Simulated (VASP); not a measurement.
# Hf (Im-3m) in VASP: further runs

Runs on Hf. Level: PBEsol. Tasks: single point.

Program: VASP 6.6.1. These are calculated values, not measurements. Logs are shortened: lines on timing, memory, paths and dates and some standing lists are left out, and cuts for length are marked.

## (1) The cell of the first run

The structure is cubic, space group Im-3m (No. 229). The conventional cell has a = 3.081 Å, b = 3.081 Å, c = 3.081 Å, α = 90.00°, β = 90.00°, γ = 90.00°. Hf (site symmetry m-3m) has 14 Hf at 2.67 to 3.08 Å within 3.5 Å.

This isn't the form of Hf at room conditions, which is hcp.

## (2) Single point, PBEsol

INCAR

```
  ALGO = Normal
  EDIFF = 1E-6
  ENCUT = 500
  GGA = PS
  GGA_COMPAT = F
  ISIF = 2
  ISMEAR = 0
  LASPH = T
  LCHARG = F
  LREAL = F
  LWAVE = F
  NBANDS = 11
  NELM = 120
  PREC = Accurate
  SIGMA = 0.1
```

KPOINTS

```
k-points
0
Gamma
  18 18 18
```

POSCAR

```
Hf
1.0
   -1.5404483360      1.5404483360      1.5404483360
    1.5404483360     -1.5404483360      1.5404483360
    1.5404483360      1.5404483360     -1.5404483360
Hf
1
Direct
    0.0000000000      0.0000000000      0.0000000000
```

Potentials or basis: VASP PAW PBE potentials, release 64 (Hf_pv).

Started as:

```sh
$ cat potpaw_PBE.64/Hf_pv/POTCAR > POTCAR
$ mpirun -np 1 vasp_std > vasp.out
```

OUTCAR:

```text
EDIFF = 1E-6
   ENCUT = 500
   GGA = PS
   ISIF = 2
   ISMEAR = 0
   LASPH = T
   LREAL = F
   NELM = 120
   PREC = Accurate

 ion  position               nearest neighbor table
   1  0.000  0.000  0.000-

  LATTYP: Found a body centered cubic cell.
 ALAT       =     3.0808966720

  Lattice vectors:

 A1 = (  -1.5404483360,   1.5404483360,   1.5404483360)
 A2 = (   1.5404483360,  -1.5404483360,   1.5404483360)
 A3 = (   1.5404483360,   1.5404483360,  -1.5404483360)

Analysis of symmetry for initial positions (statically):
=====================================================================
 Subroutine PRICEL returns:
 Original cell was already a primitive cell.

 Routine SETGRP: Setting up the symmetry group for a
 body centered cubic supercell.

 Subroutine GETGRP returns: Found 48 space group operations
 (whereof 48 operations were pure point group operations)
 out of a pool of 48 trial point group operations.

The static configuration has the point symmetry O_h .

Analysis of symmetry for dynamics (positions and initial velocities):
=====================================================================
 Subroutine PRICEL returns:
 Original cell was already a primitive cell.

 Routine SETGRP: Setting up the symmetry group for a
 body centered cubic supercell.

 Subroutine GETGRP returns: Found 48 space group operations
 (whereof 48 operations were pure point group operations)
 out of a pool of 48 trial point group operations.

The dynamic configuration has the point symmetry O_h .

 Subroutine INISYM returns: Found 48 space group operations
 (whereof 48 operations are pure point group operations),
 and found     1 'primitive' translations

----------------------------------------------------------------------------------------

                                     Primitive cell

  volume of cell :      14.6218

  direct lattice vectors                    reciprocal lattice vectors
    -1.540448336  1.540448336  1.540448336     0.000000000  0.324580830  0.324580830
     1.540448336 -1.540448336  1.540448336     0.324580830  0.000000000  0.324580830
     1.540448336  1.540448336 -1.540448336     0.324580830  0.324580830  0.000000000

  length of vectors
     2.668134784  2.668134784  2.668134784     0.459026612  0.459026612  0.459026612

  position of ions in fractional coordinates (direct lattice)
     0.000000000  0.000000000  0.000000000

  ion indices of the primitive-cell ions
   primitive index   ion index
                 1           1

----------------------------------------------------------------------------------------

 KPOINTS: k-points

Automatic generation of k-mesh.
 Grid dimensions read from file:
 generate k-points for:   18   18   18

 Generating k-lattice:

  Cartesian coordinates                     Fractional coordinates (reciprocal lattice)
     0.000000000  0.018032268  0.018032268     0.055555556  0.000000000  0.000000000
     0.018032268  0.000000000  0.018032268     0.000000000  0.055555556  0.000000000
     0.018032268  0.018032268  0.000000000     0.000000000  0.000000000  0.055555556

  Length of vectors
     0.025501478  0.025501478  0.025501478

  Shift w.r.t. Gamma in fractional coordinates (k-lattice)
     0.000000000  0.000000000  0.000000000

 Subroutine IBZKPT returns following result:
 ===========================================

 Found    195 irreducible k-points:

 Following reciprocal coordinates:
            Coordinates               Weight
  0.000000  0.000000  0.000000      1.000000
  0.055556  0.000000  0.000000     12.000000
  0.111111  0.000000  0.000000     12.000000
  0.166667  0.000000  0.000000     12.000000
  0.222222  0.000000  0.000000     12.000000
  0.277778  0.000000  0.000000     12.000000
[... 16 lines left out ...]
  0.333333  0.111111 -0.000000     48.000000
  0.388889  0.111111  0.000000     48.000000
 [... further k-points ...]
   k-points           NKPTS =    195   k-points in BZ     NKDIM =    195   number of bands    NBANDS=     11
   number of dos      NEDOS =    301   number of ions     NIONS =      1
   total plane-waves  NPLWV =   8000
   dimension x,y,z NGX =    20 NGY =   20 NGZ =   20
   dimension x,y,z NGXF=    40 NGYF=   40 NGZF=   40
   ions per type =               1
   NGX,Y,Z   is equivalent  to a cutoff of  12.46, 12.46, 12.46 a.u.
   NGXF,Y,Z  is equivalent  to a cutoff of  24.92, 24.92, 24.92 a.u.
 SYSTEM =  unknown system
   PREC   = accura    normal or accurate (medium, high low for compatibility)
   ISTART =      0    job   : 0-new  1-cont  2-samecut
   ICHARG =      2    charge: 1-file 2-atom 10-const
   ISPIN  =      1    spin polarized calculation?
   LNONCOLLINEAR =      F non collinear calculations
   LSORBIT =      F    spin-orbit coupling
   LASPH  =      T    aspherical Exc in radial PAW
   ENCUT  =  500.0 eV  36.75 Ry    6.06 a.u.   4.86  4.86  4.86*2*pi/ulx,y,z
   NELM   =    120;   NELMIN=  2; NELMDL= -5     # of ELM steps
   EDIFF  = 0.1E-05   stopping-criterion for ELM
   LREAL  =      F    real-space projection
   EDIFFG = 0.1E-04   stopping-criterion for IOM
   NSW    =      0    number of steps for IOM
   IBRION =     -1    ionic relax: 0-MD 1-quasi-New 2-CG
   NFREE  =      0    steps in history (QN), initial steepest desc. (CG)
   ISIF   =      2    stress and relaxation
   ISYM   =      2    0-nonsym 1-usesym 2-fastsym
   POTIM  = 0.5000    time-step for ionic-motion
   TEBEG  =    0.0;   TEEND  =   0.0 temperature during run
   PSTRESS=    0.0 pullay stress
   NELECT =      10.0000    total number of electrons
   NUPDOWN=      -1.0000    fix difference up-down
   EMIN   =  10.00;   EMAX   =-10.00  energy-range for DOS
   EFERMI =   0.00;   METHOD = LEGACY
   ISMEAR =     0;   SIGMA  =   0.10  broadening in eV -4-tet -1-fermi 0-gaus
   EFERMI_NEDOS =   21; number of points for ismear=-14 and -15
   IALGO  =     38    algorithm
   IMIX   =      4    mixing-type and parameters
     AMIX     =   0.40;   BMIX     =  1.00
     AMIX_MAG =   1.60;   BMIX_MAG =  1.00
  volume/ion in A,a.u.               =      14.62        98.67
  Fermi-wavevector in a.u.,A,eV,Ry     =   1.442362  2.725670 28.305683  2.080409
  Thomas-Fermi vector in A             =   2.560891
   LORBIT       =      0    0 simple, 1 ext, 2 COOP (PROOUT), +10 PAW based schemes
   GGA     = PS    functional components
   LHFCALC =     F    Hartree Fock is set to
   AEXX    =    0.0000 exact exchange contribution
   IVDW    =     0    specifies the selected vdW correction
   LEPSILON=     F    determine dielectric tensor
   LRPA    =     F    only Hartree local field effects (RPA)
 non-spin polarized calculation
 Gauss-broadening in eV      SIGMA  =   0.10
  energy-cutoff  :      500.00
  volume of cell :       14.62
 maximum number of plane-waves:       384
   NGX =  9   NGY =  9   NGZ =  9

 number of electron      10.0000001 magnetization

 Free energy of the ion-electron system (eV)
  ---------------------------------------------------
  ext. energy  EPLUGINS =         0.00000000
  ---------------------------------------------------
  free energy    TOTEN  =        -9.19179013 eV

  energy without entropy =       -9.18784789  energy(sigma->0) =       -9.18981901

 E-fermi :   7.6821     XC(G=0): -13.4946

 val. band max:        7.6781040110   @ k =   0.2778   0.2778   0.1667
 cond. band min:       7.6922208688   @ k =  -0.4444   0.4444   0.1667
 fundamental gap:      0.0141168578
 Fermi energy:         7.6820964809

 k-point     1 :       0.0000    0.0000    0.0000
  band No.  band energies     occupation
      1     -20.4240      2.00000
      2     -20.4240      2.00000
      3     -20.4240      2.00000
      4      -0.3652      2.00000
      5       9.3507      0.00000
      6       9.3507      0.00000
      7       9.3507      0.00000
      8      13.5562      0.00000
      9      13.5562      0.00000
     10      22.2724      0.00000
     11      23.2257      0.00000

 k-point     2 :       0.0556    0.0000    0.0000
  band No.  band energies     occupation
      1     -20.5335      2.00000
      2     -20.4537      2.00000
      3     -20.4256      2.00000
      4      -0.1609      2.00000
      5       9.2057      0.00000
      6       9.3046      0.00000
      7       9.5453      0.00000
      8      13.2812      0.00000
      9      13.5425      0.00000
     10      22.2722      0.00000
     11      23.4347      0.00000

 k-point     3 :       0.1111    0.0000    0.0000
  band No.  band energies     occupation
      1     -20.8395      2.00000
      2     -20.5384      2.00000
      3     -20.4301      2.00000
      4       0.4135      2.00000
      5       8.8149      0.00000
      6       9.1123      0.00000
      7      10.1225      0.00000
      8      12.7808      0.00000
      9      13.5220      0.00000
     10      22.2715      0.00000
     11      24.0007      0.00000

 k-point     4 :       0.1667    0.0000    0.0000
  band No.  band energies     occupation
      1     -21.2850      2.00000
      2     -20.6655      2.00000
      3     -20.4371      2.00000
      4       1.2420      2.00000
      5       8.2785      0.00000
      6       8.7232      0.00000
      7      11.0623      0.00000
      8      12.5488      0.00000
      9      13.5426      0.00000
     10      22.2702      0.00000
     11      24.7029      0.00000
[... 239 lines left out ...]
 k-point    22 :       0.2778    0.1111    0.0000
  band No.  band energies     occupation
      1     -22.7546      2.00000
      2     -21.2042      2.00000
      3     -20.5914      2.00000
      4       3.5253      2.00000
      5       6.7380      2.00000
      6       8.3451      0.00000
      7      12.9160      0.00000
      8      14.9523      0.00000
      9      16.4406      0.00000
     10      22.2515      0.00000
     11      23.5796      0.00000

 k-point    23 :       0.3333    0.1111   -0.0000
  band No.  band energies     occupation
      1     -23.0563      2.00000
      2     -21.3482      2.00000
      3     -20.6029      2.00000
      4       3.4461      2.00000
      5       6.4526      2.00000
      6       9.2682      0.00000
      7      13.3897      0.00000
      8      15.2003      0.00000
      9      18.1822      0.00000
     10      22.2307      0.00000
     11      22.6755      0.00000

 k-point    24 :       0.3889    0.1111    0.0000
  band No.  band energies     occupation
      1     -23.2478      2.00000
      2     -21.4412      2.00000
      3     -20.6102      2.00000
      4       3.3046      2.00000
      5       6.2771      2.00000
      6      10.1759      0.00000
      7      13.5120      0.00000
      8      15.5523      0.00000
      9      19.6803      0.00000
     10      22.0355      0.00000
     11      22.2373      0.00000

 [... further k-points ...]
[... 5 lines left out ...]
  --------------------------------------------------------------------------------------
  -------------------------------------------------------------------------------------
  Total        6.7453188      6.7453188      6.7453188     -0.0000000      0.0000000     -0.0000000
  in kB      739.1143908    739.1143908    739.1143908     -0.0000000      0.0000000     -0.0000000
  external PRESSURE =     739.1143908 kB  Pullay stress =       0.0000000 kB

 VOLUME and BASIS-vectors are now :
 -----------------------------------------------------------------------------
  energy-cutoff  :      500.00
  volume of cell :       14.62
      direct lattice vectors                 reciprocal lattice vectors
    -1.540448336  1.540448336  1.540448336     0.000000000  0.324580830  0.324580830
     1.540448336 -1.540448336  1.540448336     0.324580830  0.000000000  0.324580830
     1.540448336  1.540448336 -1.540448336     0.324580830  0.324580830  0.000000000

 POSITION                                       TOTAL-FORCE (eV/Angst)
 -----------------------------------------------------------------------------------
      0.00000      0.00000      0.00000        -0.000000     -0.000000      0.000000
 -----------------------------------------------------------------------------------
    total drift:                                0.000000     -0.000000      0.000000

  FREE ENERGIE OF THE ION-ELECTRON SYSTEM (eV)
  ---------------------------------------------------
  free  energy   TOTEN  =        -9.1917901258 eV

  energy  without entropy=       -9.1878478882  energy(sigma->0) =       -9.18981901
```

Run time: 16 s. Hardware: 1 thread of Intel Xeon Platinum 8259CL at 2.50GHz (Skylake/Cascade Lake), shared host; peak memory 0.15 GiB.

Results:

```yaml
Free_energy: -9.1918 eV
Pressure: 73.9 GPa
Band_gap_on_the_k_mesh: zero (bands 5 and 6 overlap by 2.89 eV)
```

Levels at points of the mesh, in eV from the Fermi level:
| k point | band 2 | band 3 | band 4 | band 5 | band 6 | band 7 | band 8 | band 9 |
| --- | --- | --- | --- | --- | --- | --- | --- | --- |
| (0.00, 0.00, 0.00) | -28.11 | -28.11 | -8.05 | 1.67 | 1.67 | 1.67 | 5.87 | 5.87 |
| (0.50, 0.00, 0.00) | -29.02 | -28.16 | -5.01 | -1.64 | 3.96 | 6.15 | 7.62 | 12.18 |
| (0.50, 0.50, 0.50) | -30.09 | -30.09 | -5.02 | -5.02 | 10.55 | 10.55 | 10.55 | 11.80 |

Caveat: the cell stands under pressure; the PAW data sets were made with another functional, which shifts forces and pressure a little; spin-orbit coupling is left out, which moves the levels of the heavy elements.

## (3) Single point, PBEsol

INCAR

```
SYSTEM = Hf
ALGO     = Normal         ! electronic algorithm
EDIFF    = 1E-6           ! SCF threshold, eV
ENCUT    = 500            ! plane-wave cutoff, eV
GGA      = PS             ! functional
GGA_COMPAT= .FALSE.      
ISIF     = 2              ! what is computed and relaxed
ISMEAR   = 0              ! smearing method
LASPH    = .TRUE.         ! aspherical terms in the spheres
LCHARG   = .FALSE.        ! write CHGCAR
LREAL    = .FALSE.        ! projectors in reciprocal space
LWAVE    = .FALSE.        ! write WAVECAR
NBANDS   = 11             ! bands
NELM     = 120            ! most SCF steps
PREC     = Accurate       ! precision mode
SIGMA    = 0.1            ! smearing width, eV
```

KPOINTS

```
k-points
0
G
  18 18 18
  0 0 0
```

POSCAR is that of step 2.

Potentials or basis: VASP PAW PBE potentials, release 64 (Hf_pv).

Started as:

```sh
$ cat potpaw_PBE.64/Hf_pv/POTCAR > POTCAR
$ mpirun -np 1 vasp_std > vasp.out
```

It took 16 s on 1 thread of Intel Xeon Platinum 8259CL at 2.50GHz (Skylake/Cascade Lake), shared host; peak memory 0.15 GiB.

Results (log left out):

```yaml
Free_energy: -9.1918 eV
Pressure: 73.9 GPa
Band_gap_on_the_k_mesh: zero (bands 5 and 6 overlap by 2.89 eV)
```

Levels at points of the mesh, in eV from the Fermi level:
```csv
k point,band 3,band 4,band 5,band 6,band 7,band 8
"(0.00, 0.00, 0.00)",-28.11,-8.05,1.67,1.67,1.67,5.87
"(0.50, 0.00, 0.00)",-28.16,-5.01,-1.64,3.96,6.15,7.62
"(0.50, 0.50, 0.50)",-30.09,-5.02,-5.02,10.55,10.55,10.55
```

Caveat: the cell stands under pressure; the PAW data sets were made with another functional, which shifts forces and pressure a little; spin-orbit coupling is left out, which moves the levels of the heavy elements.

## (4) Single point, PBEsol

This run uses another cell than the first one, of 15.92 Å³/atom.

INCAR

```
  PREC = Accurate
  ENCUT = 500
  EDIFF = 1E-6
  ISMEAR = 0
  SIGMA = 0.1
  LREAL = False
  LASPH = True
  NELM = 120
  ALGO = Normal
  ISIF = 2
  LWAVE = False
  LCHARG = False
  GGA = PS
  NBANDS = 11
  GGA_COMPAT = False
```

KPOINTS

```
Automatic mesh
0
Gamma
  18 18 18
```

POSCAR

```
Hf
1.0
   -1.5846836078      1.5846836078      1.5846836078
    1.5846836078     -1.5846836078      1.5846836078
    1.5846836078      1.5846836078     -1.5846836078
Hf
1
Direct
    0.0000000000      0.0000000000      0.0000000000
```

Potentials or basis: VASP PAW PBE potentials, release 64 (Hf_pv).

Started as:

```sh
$ cat potpaw_PBE.64/Hf_pv/POTCAR > POTCAR
$ mpirun -np 1 vasp_std > vasp.out
```

OUTCAR:

```text
PREC = Accurate
   ENCUT = 500
   EDIFF = 1E-6
   ISMEAR = 0
   LREAL = False
   LASPH = True
   NELM = 120
   ISIF = 2
   GGA = PS

 ion  position               nearest neighbor table
   1  0.000  0.000  0.000-

  LATTYP: Found a body centered cubic cell.
 ALAT       =     3.1693672156

  Lattice vectors:

 A1 = (  -1.5846836078,   1.5846836078,   1.5846836078)
 A2 = (   1.5846836078,  -1.5846836078,   1.5846836078)
 A3 = (   1.5846836078,   1.5846836078,  -1.5846836078)

[... 506 lines left out ...]
      2     -22.2894      2.00000
      3     -21.6235      2.00000
      4       2.8780      2.00000
      5       5.8019      2.00000
      6       8.8987      0.00000
      7      12.3892      0.00000
      8      14.2166      0.00000
      9      17.9412      0.00000
     10      20.6123      0.00000
     11      21.2544      0.00000

 [... further k-points ...]
[... 5 lines left out ...]
  --------------------------------------------------------------------------------------
  -------------------------------------------------------------------------------------
  Total        4.8686281      4.8686281      4.8686281     -0.0000000     -0.0000000      0.0000000
  in kB      490.0377040    490.0377040    490.0377040     -0.0000000     -0.0000000      0.0000000
  external PRESSURE =     490.0377040 kB  Pullay stress =       0.0000000 kB

 VOLUME and BASIS-vectors are now :
 -----------------------------------------------------------------------------
  energy-cutoff  :      500.00
  volume of cell :       15.92
      direct lattice vectors                 reciprocal lattice vectors
    -1.584683608  1.584683608  1.584683608     0.000000000  0.315520396  0.315520396
     1.584683608 -1.584683608  1.584683608     0.315520396  0.000000000  0.315520396
     1.584683608  1.584683608 -1.584683608     0.315520396  0.315520396  0.000000000

 POSITION                                       TOTAL-FORCE (eV/Angst)
 -----------------------------------------------------------------------------------
      0.00000      0.00000      0.00000         0.000000      0.000000     -0.000000
 -----------------------------------------------------------------------------------
    total drift:                                0.000000     -0.000000      0.000000

  FREE ENERGIE OF THE ION-ELECTRON SYSTEM (eV)
  ---------------------------------------------------
  free  energy   TOTEN  =        -9.6848046334 eV

  energy  without entropy=       -9.6811971631  energy(sigma->0) =       -9.68300090
```

OSZICAR:

```text
N       E                     dE             d eps       ncg     rms          rms(c)
DAV:   1     0.139987991597E+02    0.13999E+02   -0.57327E+03  4346   0.854E+02
DAV:   2    -0.953203127440E+01   -0.23531E+02   -0.22703E+02  5278   0.163E+02
DAV:   3    -0.990642038707E+01   -0.37439E+00   -0.37238E+00  5218   0.141E+01
DAV:   4    -0.990713833926E+01   -0.71795E-03   -0.71789E-03  4759   0.746E-01
DAV:   5    -0.990713997996E+01   -0.16407E-05   -0.16404E-05  5023   0.326E-02    0.523E+01
DAV:   6    -0.974789485748E+01    0.15925E+00   -0.11451E-01  4932   0.251E+00    0.311E+01
DAV:   7    -0.968686914206E+01    0.61026E-01   -0.17410E-01  4908   0.301E+00    0.137E+00
DAV:   8    -0.968479201073E+01    0.20771E-02   -0.89204E-03  4764   0.727E-01    0.718E-02
DAV:   9    -0.968480463896E+01   -0.12628E-04   -0.84702E-05  4988   0.902E-02    0.349E-02
DAV:  10    -0.968480463341E+01    0.55506E-08   -0.53397E-06  4722   0.185E-02
   1 F= -.96848046E+01 E0= -.96830009E+01  d E =-.360747E-02
```

stdout:

```text
POSCAR found type information on POSCAR Hf
 POSCAR found :  1 types and       1 ions
 scaLAPACK will be used
 -----------------------------------------------------------------------------
|                                                                             |
|                                                                             |
|     You enforced a specific xc type in the INCAR file but a different       |
|     I HOPE YOU KNOW WHAT YOU ARE DOING!                                     |
|                                                                             |
 -----------------------------------------------------------------------------

 LDA part: xc-table for (Slater+PW92), standard interpolation
 POSCAR, INCAR and KPOINTS ok, starting setup
 FFT: planning ... GRIDC
 FFT: planning ... GRID_SOFT
 FFT: planning ... GRID
 WAVECAR not read
 entering main loop
```

It took 19 s on 1 thread of Intel Xeon Platinum 8259CL at 2.50GHz (Skylake/Cascade Lake), shared host; peak memory 0.15 GiB.

What came out:

```yaml
Free_energy: -9.6848 eV
Pressure: 49.0 GPa
Band_gap_on_the_k_mesh: zero (bands 5 and 6 overlap by 2.76 eV)
```

Caveat: the cell stands under pressure; the PAW data sets were made with another functional, which shifts forces and pressure a little; spin-orbit coupling is left out, which moves the levels of the heavy elements.

(Part 1 of 2 ends here.)

The gap in the log of VASP goes by the Fermi energy; the results here count the filled bands.